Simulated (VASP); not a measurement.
Here is a VASP 6.6.1 calculation.

INCAR

```
SYSTEM = In
PREC = Accurate
ENCUT = 520
EDIFF = 1E-6
ISMEAR = 0
SIGMA = 0.05
LREAL = .False.
LASPH = .True.
NELM = 80
ALGO = Fast
ISIF = 2
LWAVE = .False.
LCHARG = .False.
GGA = PE
NBANDS = 12
```

Contents of KPOINTS:

```
Automatic mesh
0
Gamma
  11 11 13
  0 0 0
```

POSCAR

```
In
1.0
   -1.6429890000      1.5767760000      2.4320890000
    1.6580180000     -1.6317970000      2.4781180000
    1.6519890000      1.6407960000     -2.4682430000
In
1
Direct
   -0.0085280000      0.0031470000     -0.0000280000
```

Potentials or basis: VASP PAW PBE potentials, release 64 (In_d).

The run is started by

```bash
$ cat potpaw_PBE.64/In_d/POTCAR > POTCAR
$ mpirun -np 1 vasp_std > vasp.out
```

(1) Estimate the pressure.

## Answers

(1) 2.0 GPa.
